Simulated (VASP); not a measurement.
Write the native input for VASP 6.6.1 that does the following.

- Task: single point
- Functional: LDA
- Potentials or basis: VASP PAW LDA potentials, release 64 (Co)
- Cutoff: 520 eV
- k mesh: 18 × 18 × 10
- Occupations: fermi-dirac, width 0.08 eV
- Spin: collinear spin, ferromagnetic start
- Starting moments: [1.7, 1.7] μB
- Dipole correction: no
- Further INCAR settings: ALGO = Normal; EDIFF = 1e-06; NBANDS = 20

The structure of Co lies in POSCAR:

```
Co
1.0
    2.4158252588      0.0000000000      0.0000000000
   -1.2079126294      2.0921660452      0.0000000000
    0.0000000000      0.0000000000      3.8974219281
Co
2
Direct
    0.3333333333      0.6666666667      0.2500000000
    0.6666666667      0.3333333333      0.7500000000
```

The input as run:

INCAR

```
SYSTEM = Co
ALGO = Normal ; EDIFF = 1E-6
ENCUT = 520 ; GGA = CA
ISIF = 2 ; ISMEAR = -1
ISPIN = 2 ; LASPH = .TRUE.
LCHARG = .FALSE. ; LMAXMIX = 4
LORBIT = 11 ; LREAL = .FALSE.
LWAVE = .FALSE. ; MAGMOM = 1.7 1.7
NBANDS = 20 ; NELM = 150
PREC = Accurate ; SIGMA = 0.08
```

KPOINTS

```
k-points
0
G
  18 18 10
  0 0 0
```

Potentials or basis: VASP PAW LDA potentials, release 64 (Co).

Launch:

```console
$ cat potpaw_LDA.64/Co/POTCAR > POTCAR
$ mpirun -np 1 vasp_std > vasp.out
```

Results of the run:

```
Pressure                                              : 2.8 GPa
Net moment                                            : 2.88 μB per cell
Site moments                                          : Co +1.43 μB
Valence electrons inside the program's atomic spheres : Co 8.49
```

It took 74 s on 1 thread of Intel(R) Xeon(R) 6975P-C (Granite Rapids), with other jobs on the host, peak memory 0.21 GiB.
